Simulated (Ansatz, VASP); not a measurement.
**One calculation of ScAl3, two programs**

File POSCAR:

```
ScAl3
1.0
    4.0878065700      0.0000000000      0.0000000000
    0.0000000000      4.0878065700      0.0000000000
    0.0000000000      0.0000000000      4.0878065700
Sc Al
1 3
Direct
    0.0000000000      0.0000000000      0.0000000000
    0.5000000000      0.0000000000      0.5000000000
    0.0000000000      0.5000000000      0.5000000000
    0.5000000000      0.5000000000      0.0000000000
```

File INCAR.step1:

```
SYSTEM = ScAl3
  PREC = Accurate
  ENCUT = 520
  ISMEAR = 0
  SIGMA = 0.05
  LREAL = .FALSE.
  LASPH = .TRUE.
  NELM = 80
  NBANDS = 18
  GGA = PE
  ALGO = Normal
  EDIFF = 1E-4
  LWAVE = .TRUE.
  LCHARG = .FALSE.
```

INCAR.step2

```
SYSTEM = ScAl3
  PREC = Accurate
  ENCUT = 520
  EDIFF = 1E-8
  ISMEAR = 0
  SIGMA = 0.05
  LREAL = .FALSE.
  LASPH = .TRUE.
  NELM = 80
  ALGO = Normal
  ISIF = 2
  LWAVE = .FALSE.
  LCHARG = .FALSE.
  METAGGA = R2SCAN
  LMIXTAU = .TRUE.
  LEFG = .TRUE.
  NBANDS = 18
  ISTART = 1
```

Contents of KPOINTS:

```
Automatic mesh
0
G
  10 10 10
  0 0 0
```

Input for Ansatz:

```yaml
crystal:
  lattice:
    - [4.08780657, 0.0, 0.0]
    - [0.0, 4.08780657, 0.0]
    - [0.0, 0.0, 4.08780657]
  atoms:
    - { symbol: Sc, position: [0.0, 0.0, 0.0] }
    - { symbol: Al, position: [0.5, 0.0, 0.5] }
    - { symbol: Al, position: [0.0, 0.5, 0.5] }
    - { symbol: Al, position: [0.5, 0.5, 0.0] }
basis:
  ecutwfc: 500
  ecutrho_ratio: 4
kpoints:
  mp_grid: { grid: [10, 10, 10] }
hamiltonian:
  xc: r2scan
scf:
  occupations: { method: gaussian, width: 0.05 }
output:
  forces: true
  stress: true
  eigenvalues: true
  populations: true
  efg:
    contact_densities: true
    quadrupole_moments_barn: { Sc: -0.22, Al: 0.1466 }
```

Alike in both runs: task electric field gradients; functional r2SCAN; k mesh 10 × 10 × 10; occupations gaussian, width 0.05 eV; no spin polarisation.

```csv
,VASP,Ansatz
version,VASP 6.6.1,Ansatz 0.2.0
potentials or method,"VASP PAW PBE potentials, release 64 (Sc_sv, Al), cutoff 520 eV","scalar-relativistic, plane waves, PAW"
valence electrons in the cell,20,20
```

VASP gave:

* gap on the k mesh at the Fermi level (eV): none
* pressure (GPa): -0.2
* size of Vzz on the site where it differs most (V/Å²): 19.5

Which values does Ansatz return?

gap on the k mesh at the Fermi level (eV): none; pressure (GPa): -0.2; size of Vzz on the site where it differs most (V/Å²): 18.6.

VASP's potentials were made for PBE, not for r2SCAN. A gap of «none» marks a metal or a gap that the smearing closes. With one functional, cell and mesh, what is left measures potentials, basis and numerics.
